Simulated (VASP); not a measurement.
B: single point with HSE06

B:

```
CELL_PARAMETERS angstrom
1.88524 0.00000 0.00000
0.00000 1.88524 0.00000
0.00000 0.00000 1.88524
ATOMIC_POSITIONS crystal
B 0.50000 0.50000 0.50000
```

This isn't the form of B at room conditions, which is rhombohedral.

```
Program                            : VASP 6.6.1
Task                               : single point
Functional                         : HSE06
Potentials or basis                : VASP PAW PBE potentials, release 64 (B)
Cutoff                             : 520 eV
k mesh                             : 7 × 7 × 7
Occupations                        : fermi-dirac, width 0.05 eV
Spin                               : no spin polarisation
Dipole correction                  : no
Grid for exact exchange (PRECFOCK) : Normal
Further INCAR settings             : ALGO = Normal; EDIFF = 1e-06; NBANDS = 8
Share of exact exchange            : 0.25
Screening parameter                : 0.2079 1/Å
```

The pressure is -4.5 GPa and the band gap on the k mesh is zero (an odd number of electrons rules out a gap without spin polarisation).

Levels at points of the mesh, in eV from the Fermi level:
| k point | band 1 | band 2 | band 3 | band 4 |
| --- | --- | --- | --- | --- |
| (0.00, 0.00, 0.00) | -17.81 | 15.22 | 15.22 | 15.22 |

It took 52 s on 1 thread of Intel Xeon 8259CL, on a shared host, peak memory 0.2 GiB.

Caveat: the k points lie up to 0.48 Å⁻¹ apart, too coarse for converged energies and pressures of a metal; the PAW data sets were made with another functional, which shifts forces and pressure a little.
